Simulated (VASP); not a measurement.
# SrO in VASP: further runs

Runs on SrO. Level: PBE. Tasks: single point.

All numbers are computed with VASP 6.6.1; they aren't measurements. Logs are shortened: lines on timing, memory, paths and dates and some standing lists are left out, and cuts for length are marked.

## Step 1: The cell of the first run

The structure is cubic, space group Fm-3m (No. 225). The conventional cell has a = 5.183 Å, b = 5.183 Å, c = 5.183 Å, α = 90.00°, β = 90.00°, γ = 90.00°. Within 3.4 Å of Sr (site symmetry m-3m) lie 6 O at 2.59 Å. Within 3.4 Å of O (site symmetry m-3m) lie 6 Sr at 2.59 Å.

## Step 2: Single point, PBE

INCAR

```
SYSTEM = SrO
PREC = Accurate
ENCUT = 520
EDIFF = 1E-6
ISMEAR = 0
SIGMA = 0.02
LREAL = .False.
LASPH = .True.
NELM = 60
ALGO = Normal
ISIF = 2
LWAVE = .False.
LCHARG = .False.
GGA = PE
NBANDS = 15
```

KPOINTS

```
regular mesh
0
Gamma
  14 14 14
  0 0 0
```

POSCAR

```
SrO
1.0
    0.0000000000      2.5917105635      2.5917105635
    2.5917105635      0.0000000000      2.5917105635
    2.5917105635      2.5917105635      0.0000000000
Sr O
1 1
Direct
    0.5000000000      0.5000000000      0.5000000000
    0.0000000000      0.0000000000      0.0000000000
```

Potentials or basis: VASP PAW PBE potentials, release 64 (Sr_sv, O).

Command:

```
cat potpaw_PBE.64/Sr_sv/POTCAR potpaw_PBE.64/O/POTCAR > POTCAR
mpirun -np 1 vasp_std > vasp.out
```

OUTCAR:

```text
SYSTEM = SrO
   PREC = Accurate
   ENCUT = 520
   EDIFF = 1E-6
   ISMEAR = 0
   LREAL = .False.
   LASPH = .True.
   NELM = 60
   ISIF = 2
   GGA = PE

 ion  position               nearest neighbor table
   1  0.500  0.500  0.500-   2 2.59   2 2.59   2 2.59   2 2.59   2 2.59   2 2.59
   2  0.000  0.000  0.000-   1 2.59   1 2.59   1 2.59   1 2.59   1 2.59   1 2.59

  LATTYP: Found a face centered cubic cell.
 ALAT       =     5.1834211270

  Lattice vectors:

 A1 = (   0.0000000000,   2.5917105635,   2.5917105635)
 A2 = (   2.5917105635,   0.0000000000,   2.5917105635)
 A3 = (   2.5917105635,   2.5917105635,   0.0000000000)

Analysis of symmetry for initial positions (statically):
=====================================================================
 Subroutine PRICEL returns:
 Original cell was already a primitive cell.

 Routine SETGRP: Setting up the symmetry group for a
 face centered cubic supercell.

 Subroutine GETGRP returns: Found 48 space group operations
 (whereof 48 operations were pure point group operations)
 out of a pool of 48 trial point group operations.

The static configuration has the point symmetry O_h .

Analysis of symmetry for dynamics (positions and initial velocities):
=====================================================================
 Subroutine PRICEL returns:
 Original cell was already a primitive cell.

 Routine SETGRP: Setting up the symmetry group for a
 face centered cubic supercell.

 Subroutine GETGRP returns: Found 48 space group operations
 (whereof 48 operations were pure point group operations)
 out of a pool of 48 trial point group operations.

The dynamic configuration has the point symmetry O_h .

 Subroutine INISYM returns: Found 48 space group operations
 (whereof 48 operations are pure point group operations),
 and found     1 'primitive' translations

----------------------------------------------------------------------------------------

                                     Primitive cell

  volume of cell :      34.8169

  direct lattice vectors                    reciprocal lattice vectors
     0.000000000  2.591710563  2.591710563    -0.192922777  0.192922777  0.192922777
     2.591710563  0.000000000  2.591710563     0.192922777 -0.192922777  0.192922777
     2.591710563  2.591710563  0.000000000     0.192922777  0.192922777 -0.192922777

  length of vectors
     3.665232229  3.665232229  3.665232229     0.334152052  0.334152052  0.334152052

  position of ions in fractional coordinates (direct lattice)
     0.500000000  0.500000000  0.500000000
     0.000000000  0.000000000  0.000000000

  ion indices of the primitive-cell ions
   primitive index   ion index
                 1           1
                 2           2

----------------------------------------------------------------------------------------

 KPOINTS: regular mesh

Automatic generation of k-mesh.
 Grid dimensions read from file:
 generate k-points for:   14   14   14

 Generating k-lattice:

  Cartesian coordinates                     Fractional coordinates (reciprocal lattice)
    -0.013780198  0.013780198  0.013780198     0.071428571  0.000000000  0.000000000
     0.013780198 -0.013780198  0.013780198     0.000000000  0.071428571  0.000000000
     0.013780198  0.013780198 -0.013780198     0.000000000  0.000000000  0.071428571

  Length of vectors
     0.023868004  0.023868004  0.023868004

  Shift w.r.t. Gamma in fractional coordinates (k-lattice)
     0.000000000  0.000000000  0.000000000

 Subroutine IBZKPT returns following result:
 ===========================================

 Found    104 irreducible k-points:

 Following reciprocal coordinates:
            Coordinates               Weight
  0.000000  0.000000  0.000000      1.000000
  0.071429  0.000000  0.000000      8.000000
  0.142857  0.000000  0.000000      8.000000
  0.214286  0.000000  0.000000      8.000000
  0.285714  0.000000  0.000000      8.000000
  0.357143  0.000000  0.000000      8.000000
[... 16 lines left out ...]
  0.214286  0.142857  0.000000     24.000000
  0.285714  0.142857  0.000000     24.000000
 [... further k-points ...]
   k-points           NKPTS =    104   k-points in BZ     NKDIM =    104   number of bands    NBANDS=     15
   number of dos      NEDOS =    301   number of ions     NIONS =      2
   total plane-waves  NPLWV =  21952
   dimension x,y,z NGX =    28 NGY =   28 NGZ =   28
   dimension x,y,z NGXF=    56 NGYF=   56 NGZF=   56
   ions per type =               1   1
   NGX,Y,Z   is equivalent  to a cutoff of  12.70, 12.70, 12.70 a.u.
   NGXF,Y,Z  is equivalent  to a cutoff of  25.40, 25.40, 25.40 a.u.
 SYSTEM =  SrO
   PREC   = accura    normal or accurate (medium, high low for compatibility)
   ISTART =      0    job   : 0-new  1-cont  2-samecut
   ICHARG =      2    charge: 1-file 2-atom 10-const
   ISPIN  =      1    spin polarized calculation?
   LNONCOLLINEAR =      F non collinear calculations
   LSORBIT =      F    spin-orbit coupling
   LASPH  =      T    aspherical Exc in radial PAW
   ENCUT  =  520.0 eV  38.22 Ry    6.18 a.u.   6.81  6.81  6.81*2*pi/ulx,y,z
   NELM   =     60;   NELMIN=  2; NELMDL= -5     # of ELM steps
   EDIFF  = 0.1E-05   stopping-criterion for ELM
   LREAL  =      F    real-space projection
   EDIFFG = 0.1E-04   stopping-criterion for IOM
   NSW    =      0    number of steps for IOM
   IBRION =     -1    ionic relax: 0-MD 1-quasi-New 2-CG
   NFREE  =      0    steps in history (QN), initial steepest desc. (CG)
   ISIF   =      2    stress and relaxation
   ISYM   =      2    0-nonsym 1-usesym 2-fastsym
   POTIM  = 0.5000    time-step for ionic-motion
   TEBEG  =    0.0;   TEEND  =   0.0 temperature during run
   PSTRESS=    0.0 pullay stress
   NELECT =      16.0000    total number of electrons
   NUPDOWN=      -1.0000    fix difference up-down
   EMIN   =  10.00;   EMAX   =-10.00  energy-range for DOS
   EFERMI =   0.00;   METHOD = LEGACY
   ISMEAR =     0;   SIGMA  =   0.02  broadening in eV -4-tet -1-fermi 0-gaus
   EFERMI_NEDOS =   21; number of points for ismear=-14 and -15
   IALGO  =     38    algorithm
   IMIX   =      4    mixing-type and parameters
     AMIX     =   0.40;   BMIX     =  1.00
     AMIX_MAG =   1.60;   BMIX_MAG =  1.00
  volume/ion in A,a.u.               =      17.41       117.48
  Fermi-wavevector in a.u.,A,eV,Ry     =   1.263334  2.387356 21.715087  1.596014
  Thomas-Fermi vector in A             =   2.396697
   LORBIT       =      0    0 simple, 1 ext, 2 COOP (PROOUT), +10 PAW based schemes
   GGA     = PE    functional components
   LHFCALC =     F    Hartree Fock is set to
   AEXX    =    0.0000 exact exchange contribution
   IVDW    =     0    specifies the selected vdW correction
   LEPSILON=     F    determine dielectric tensor
   LRPA    =     F    only Hartree local field effects (RPA)
 non-spin polarized calculation
 Gauss-broadening in eV      SIGMA  =   0.02
  energy-cutoff  :      520.00
  volume of cell :       34.82
 maximum number of plane-waves:       960
   NGX = 13   NGY = 13   NGZ = 13

 number of electron      15.9999999 magnetization

 Free energy of the ion-electron system (eV)
  ---------------------------------------------------
  ext. energy  EPLUGINS =         0.00000000
  ---------------------------------------------------
  free energy    TOTEN  =       -12.05335851 eV

  energy without entropy =      -12.05335851  energy(sigma->0) =      -12.05335851

 E-fermi :   1.6871     XC(G=0):  -9.9133

 val. band max:        1.5511435028   @ k =   0.0000   0.0000   0.0000
 cond. band min:       4.8284231155   @ k =   0.5000   0.5000   0.0000
 fundamental gap:      3.2772796126
 Fermi energy:         1.6870855428

 k-point     1 :       0.0000    0.0000    0.0000
  band No.  band energies     occupation
      1     -30.9233      2.00000
      2     -13.5089      2.00000
      3     -12.5852      2.00000
      4     -12.5852      2.00000
      5     -12.5852      2.00000
      6       1.5511      2.00000
      7       1.5511      2.00000
      8       1.5511      2.00000
      9       5.3643      0.00000
     10       7.7081      0.00000
     11       7.7081      0.00000
     12       7.7081      0.00000
     13       9.8215      0.00000
     14       9.8215      0.00000
     15      14.1436      0.00000

 k-point     2 :       0.0714    0.0000    0.0000
  band No.  band energies     occupation
      1     -30.9172      2.00000
      2     -13.6575      2.00000
      3     -12.5891      2.00000
      4     -12.5891      2.00000
      5     -12.4516      2.00000
      6       1.3877      2.00000
      7       1.4859      2.00000
      8       1.4859      2.00000
      9       5.6080      0.00000
     10       7.6468      0.00000
     11       7.8066      0.00000
     12       7.8066      0.00000
     13       9.9536      0.00000
     14       9.9536      0.00000
     15      14.4798      0.00000

 k-point     3 :       0.1429    0.0000    0.0000
  band No.  band energies     occupation
      1     -30.9002      2.00000
      2     -13.9609      2.00000
      3     -12.6000      2.00000
      4     -12.6000      2.00000
      5     -12.1904      2.00000
      6       0.9942      2.00000
      7       1.3112      2.00000
      8       1.3112      2.00000
      9       6.2367      0.00000
     10       7.5350      0.00000
     11       8.0937      0.00000
     12       8.0937      0.00000
     13      10.3247      0.00000
     14      10.3247      0.00000
     15      15.3758      0.00000
[... 343 lines left out ...]
 k-point    23 :       0.2143    0.1429    0.0000
  band No.  band energies     occupation
      1     -30.8744      2.00000
      2     -14.1577      2.00000
      3     -12.6797      2.00000
      4     -12.6710      2.00000
      5     -12.0108      2.00000
      6       0.4205      2.00000
      7       1.3445      2.00000
      8       1.3828      2.00000
      9       6.6555      0.00000
     10       6.7782      0.00000
     11       8.9252      0.00000
     12       8.9729      0.00000
     13      10.3466      0.00000
     14      11.2299      0.00000
     15      16.6373      0.00000

 k-point    24 :       0.2857    0.1429    0.0000
  band No.  band energies     occupation
      1     -30.8506      2.00000
      2     -14.3729      2.00000
      3     -12.7047      2.00000
      4     -12.6882      2.00000
      5     -11.8848      2.00000
      6       0.2033      2.00000
      7       1.0957      2.00000
      8       1.2150      2.00000
      9       6.6421      0.00000
     10       7.4833      0.00000
     11       9.3598      0.00000
     12       9.5023      0.00000
     13      10.8415      0.00000
     14      11.7033      0.00000
     15      17.5906      0.00000

 [... further k-points ...]
[... 5 lines left out ...]
  --------------------------------------------------------------------------------------
  -------------------------------------------------------------------------------------
  Total        0.2384759      0.2384759      0.2384759      0.0000000     -0.0000000      0.0000000
  in kB       10.9740173     10.9740173     10.9740173      0.0000000     -0.0000000      0.0000000
  external PRESSURE =      10.9740173 kB  Pullay stress =       0.0000000 kB

 VOLUME and BASIS-vectors are now :
 -----------------------------------------------------------------------------
  energy-cutoff  :      520.00
  volume of cell :       34.82
      direct lattice vectors                 reciprocal lattice vectors
     0.000000000  2.591710563  2.591710563    -0.192922777  0.192922777  0.192922777
     2.591710563  0.000000000  2.591710563     0.192922777 -0.192922777  0.192922777
     2.591710563  2.591710563  0.000000000     0.192922777  0.192922777 -0.192922777

 POSITION                                       TOTAL-FORCE (eV/Angst)
 -----------------------------------------------------------------------------------
      2.59171      2.59171      2.59171        -0.000000     -0.000000      0.000000
      0.00000      0.00000      0.00000         0.000000      0.000000     -0.000000
 -----------------------------------------------------------------------------------
    total drift:                                0.000000      0.000000      0.000000

  FREE ENERGIE OF THE ION-ELECTRON SYSTEM (eV)
  ---------------------------------------------------
  free  energy   TOTEN  =       -12.0533585115 eV

  energy  without entropy=      -12.0533585115  energy(sigma->0) =      -12.05335851
```

It took 20 s on 1 thread of Intel Xeon 6975P-C (Granite Rapids), shared host; peak memory 0.19 GiB.

Results:

```
Free energy            : -12.0534 eV
Pressure               : 1.1 GPa
Band gap on the k mesh : 3.28 eV, indirect (least direct gap 3.38 eV)
```

## Step 3: Single point, PBE

This run uses another cell than the first one, of 17.92 Å³/atom, 1.029 times its volume.

INCAR

```
PREC = Accurate ; ENCUT = 520
EDIFF = 1E-6 ; ISMEAR = 0
SIGMA = 0.02 ; LREAL = False
LASPH = True ; NELM = 60
ALGO = Normal ; ISIF = 2
LWAVE = False ; LCHARG = False
GGA = PE ; NBANDS = 15
```

KPOINTS

```
regular mesh
0
Gamma
  14 14 14
```

POSCAR

```
SrO
1.0
    0.0000000000      2.6166323862      2.6166323862
    2.6166323862      0.0000000000      2.6166323862
    2.6166323862      2.6166323862      0.0000000000
Sr O
1 1
Direct
    0.5000000000      0.5000000000      0.5000000000
    0.0000000000      0.0000000000      0.0000000000
```

Potentials or basis: VASP PAW PBE potentials, release 64 (Sr_sv, O).

Command:

```
cat potpaw_PBE.64/Sr_sv/POTCAR potpaw_PBE.64/O/POTCAR > POTCAR
mpirun -np 1 vasp_std > vasp.out
```

OUTCAR:

```text
PREC = Accurate
   ENCUT = 520
   EDIFF = 1E-6
   ISMEAR = 0
   LREAL = False
   LASPH = True
   NELM = 60
   ISIF = 2
   GGA = PE

 ion  position               nearest neighbor table
   1  0.500  0.500  0.500-   2 2.62   2 2.62   2 2.62   2 2.62   2 2.62   2 2.62
   2  0.000  0.000  0.000-   1 2.62   1 2.62   1 2.62   1 2.62   1 2.62   1 2.62

  LATTYP: Found a face centered cubic cell.
 ALAT       =     5.2332647724

  Lattice vectors:

 A1 = (   0.0000000000,   2.6166323862,   2.6166323862)
 A2 = (   2.6166323862,   0.0000000000,   2.6166323862)
[... 610 lines left out ...]
     12       9.2421      0.00000
     13      10.5451      0.00000
     14      11.3492      0.00000
     15      17.1932      0.00000

 [... further k-points ...]
[... 5 lines left out ...]
  --------------------------------------------------------------------------------------
  -------------------------------------------------------------------------------------
  Total       -0.2937308     -0.2937308     -0.2937308      0.0000000      0.0000000     -0.0000000
  in kB      -13.1341470    -13.1341470    -13.1341470      0.0000000      0.0000000     -0.0000000
  external PRESSURE =     -13.1341470 kB  Pullay stress =       0.0000000 kB

 VOLUME and BASIS-vectors are now :
 -----------------------------------------------------------------------------
  energy-cutoff  :      520.00
  volume of cell :       35.83
      direct lattice vectors                 reciprocal lattice vectors
     0.000000000  2.616632386  2.616632386    -0.191085306  0.191085306  0.191085306
     2.616632386  0.000000000  2.616632386     0.191085306 -0.191085306  0.191085306
     2.616632386  2.616632386  0.000000000     0.191085306  0.191085306 -0.191085306

 POSITION                                       TOTAL-FORCE (eV/Angst)
 -----------------------------------------------------------------------------------
      2.61663      2.61663      2.61663         0.000000      0.000000      0.000000
      0.00000      0.00000      0.00000        -0.000000     -0.000000     -0.000000
 -----------------------------------------------------------------------------------
    total drift:                                0.000000      0.000000      0.000000

  FREE ENERGIE OF THE ION-ELECTRON SYSTEM (eV)
  ---------------------------------------------------
  free  energy   TOTEN  =       -12.0531220702 eV

  energy  without entropy=      -12.0531220702  energy(sigma->0) =      -12.05312207
```

Run time: 20 s. Hardware: 1 thread of Intel Xeon 6975P-C (Granite Rapids), shared host; peak memory 0.19 GiB.

What came out:

- Free energy: -12.0531 eV
- Pressure: -1.3 GPa
- Band gap on the k mesh: 3.29 eV, indirect (least direct gap 3.41 eV)

## Step 4: Single point, PBE

This run uses another cell than the first one, of 16.90 Å³/atom, 0.971 times its volume.

INCAR

```
SYSTEM = SrO
ALGO = Normal ; EDIFF = 1E-6
ENCUT = 520 ; GGA = PE
ISIF = 2 ; ISMEAR = 0
LASPH = .TRUE. ; LCHARG = .FALSE.
LREAL = .FALSE. ; LWAVE = .FALSE.
NBANDS = 15 ; NELM = 60
PREC = Accurate ; SIGMA = 0.02
```

KPOINTS

```
k-points
0
G
  14 14 14
  0 0 0
```

POSCAR

```
SrO
1.0
    0.0000000000      2.5663000000      2.5663000000
    2.5663000000      0.0000000000      2.5663000000
    2.5663000000      2.5663000000      0.0000000000
Sr O
1 1
Direct
    0.5194833028      0.5194833028      0.4805166972
    0.0000000000      0.0000000000      0.0000000000
```

Command:

```
cat potpaw_PBE.64/Sr_sv/POTCAR potpaw_PBE.64/O/POTCAR > POTCAR
mpirun -np 1 vasp_std > vasp.out
```

Run time: 44 s. Hardware: 1 thread of Intel Xeon 6975P-C (Granite Rapids), shared host; peak memory 0.25 GiB.

The run converged. Its results:

```
Free energy            : -12.0247 eV
Pressure               : 4.2 GPa
Largest force          : 0.255 eV/Å
Band gap on the k mesh : 3.29 eV, indirect (least direct gap 3.35 eV)
```

Forces on the atoms (eV/Å):
```
Sr   0.000  0.000 -0.255
O    0.000  0.000  0.255
```

Stress tensor (GPa, compression positive):
```
3.80 0.00 0.00
0.00 3.80 0.00
0.00 0.00 5.00
```

Levels at points of the mesh, in eV from the valence-band top:
```csv
k point,band 6,band 7,band 8,band 9,band 10,band 11
"(0.00, 0.00, 0.00)",-0.01,-0.01,0.00,4.04,6.25,6.29
"(0.50, 0.00, 0.00)",-2.15,-1.13,-1.12,6.59,8.42,8.91
"(0.50, 0.50, 0.00)",-0.38,-0.07,-0.07,3.29,7.83,10.24
"(0.00, 0.50, 0.50)",-0.41,-0.13,-0.06,3.37,7.84,10.25
```

A k mesh can miss the band edges.

## Step 5: Summary

```tsv
cell	gap on the mesh (eV)	pressure (GPa)
a = 3.665 Å, angles 60.0°, 2 atoms	3.28	1.1
a = 3.700 Å, angles 60.0°, 2 atoms	3.29	-1.3
a = 3.629 Å, angles 60.0°, 2 atoms	3.29	4.2
```

Alike in all rows: task single point; level PBE; potentials or basis VASP PAW PBE potentials, release 64 (Sr_sv, O); no spin polarisation; k mesh 14 × 14 × 14; cutoff (eV) 520; smearing gaussian 0.02 eV.

Absolute energies hang on the potentials; compare differences alone.
